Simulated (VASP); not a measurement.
Set up this calculation in VASP 6.6.1, as the native input.

```
Task                   : electric field gradients
Functional             : PBEsol
Potentials or basis    : VASP PAW PBE potentials, release 64 (Ti_sv)
Cutoff                 : 520 eV
k mesh                 : 13 × 13 × 7
Occupations            : fermi-dirac, width 0.08 eV
Spin                   : no spin polarisation
Dipole correction      : no
Further INCAR settings : ALGO = Normal; EDIFF = 1e-08; NBANDS = 19
```

The structure of Ti lies in POSCAR:

```
Ti
1.0
    2.9794978390      0.0000000000      0.0000000000
   -1.4897489195      2.5803208191      0.0000000000
    0.0000000000      0.0000000000      4.6860000000
Ti
2
Direct
    0.3333333333      0.6666666667      0.2500000000
    0.6666666667      0.3333333333      0.7500000000
```

This cell differs from its parent crystal: equal xx and yy strain of +1 %.

The input as run:

INCAR

```
SYSTEM = Ti
PREC = Accurate
ENCUT = 520
EDIFF = 1E-8
ISMEAR = -1
SIGMA = 0.08
LREAL = .FALSE.
LASPH = .TRUE.
NELM = 80
ALGO = Normal
ISIF = 2
LWAVE = .FALSE.
LCHARG = .FALSE.
GGA = PS
LEFG = .TRUE.
NBANDS = 19
```

KPOINTS

```
regular mesh
0
G
  13 13 7
  0 0 0
```

Potentials or basis: VASP PAW PBE potentials, release 64 (Ti_sv).

The run is started by

```console
$ cat potpaw_PBE.64/Ti_sv/POTCAR > POTCAR
$ mpirun -np 1 vasp_std > vasp.out
```

Results of the run:

The pressure is -7.8 GPa. The band gap on the k mesh is zero (band 12 reaches 8.57 eV, above the bottom of band 13 at 7.51 eV).

Caveat: the cell differs from its parent crystal (equal xx and yy strain of +1 %); without QUAD_EFG the Cq values of the log hold for a quadrupole moment of 1 mb, not for the nuclei; the PAW data sets were made with another functional, which shifts forces and pressure a little.

It used 210 s of CPU time on 1 thread of AMD EPYC 7R13 Processor (Zen 3), on a shared host.
